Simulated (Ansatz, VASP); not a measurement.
## MgO: VASP beside Ansatz

INCAR

```
SYSTEM = MgO
PREC = Accurate ; ENCUT = 520
EDIFF = 1E-7 ; ISMEAR = 0
SIGMA = 0.05 ; LREAL = .False.
LASPH = .True. ; NELM = 80
ALGO = Normal ; ISIF = 2
LWAVE = .False. ; LCHARG = .False.
GGA = PE ; NBANDS = 16
```

KPOINTS

```
regular mesh
0
Gamma
  9 9 6
  0 0 0
```

POSCAR

```
MgO
1.0
    3.4509000000      0.0000000000      0.0000000000
   -1.7254500000      2.9885670659      0.0000000000
    0.0000000000      0.0000000000      4.4090000000
Mg O
2 2
Direct
    0.6666666667      0.3333333333      0.7500000000
    0.3333333333      0.6666666667      0.2500000000
    0.6666666667      0.3333333333      0.2500000000
    0.3333333333      0.6666666667      0.7500000000
```

Input for Ansatz:

```yaml
crystal:
  lattice:
    - [3.4509, 0.0, 0.0]
    - [-1.72545, 2.9885670659, 0.0]
    - [0.0, 0.0, 4.409]
  atoms:
    - { symbol: Mg, position: [0.6666666667, 0.3333333333, 0.75] }
    - { symbol: Mg, position: [0.3333333333, 0.6666666667, 0.25] }
    - { symbol: O, position: [0.6666666667, 0.3333333333, 0.25] }
    - { symbol: O, position: [0.3333333333, 0.6666666667, 0.75] }
basis:
  ecutwfc: 520.0
kpoints:
  mp_grid: { grid: [9, 9, 6] }
hamiltonian:
  xc: pbe
  pseudopotentials: { kind: paw, azcp: { folder: soft_1 } }
scf:
  occupations: { method: gaussian, width: 0.05 }
output:
  forces: true
  stress: true
  eigenvalues: true
```

Alike in both runs: task single point; functional PBE; k mesh 9 × 9 × 6; occupations gaussian, width 0.05 eV; no spin polarisation.

```csv
,VASP,Ansatz
version,VASP 6.6.1,Ansatz 0.2.0
potentials or method,"VASP PAW PBE potentials, release 64 (Mg, O), cutoff 520 eV","scalar-relativistic, plane waves, PAW"
valence electrons in the cell,16,32
```

|  | VASP | Ansatz | Ansatz less VASP |
| --- | --- | --- | --- |
| gap on the k mesh at the Fermi level (eV) | 3.19 | 3.21 | +0.021 |
| least direct gap on the mesh (eV) | 3.19 | 3.21 | +0.021 |
| pressure (GPa) | 0.2 | 0.8 | +0.54 |
| traceless stress, the component that is largest in VASP (GPa) | -5.63 | -5.49 | +0.137 |

The functional is the same, so the differences come from potentials, cutoffs and numerics. VASP's potentials hold 16 valence electrons a cell and Ansatz's 32, so a difference there can come from the potentials and not from the codes.
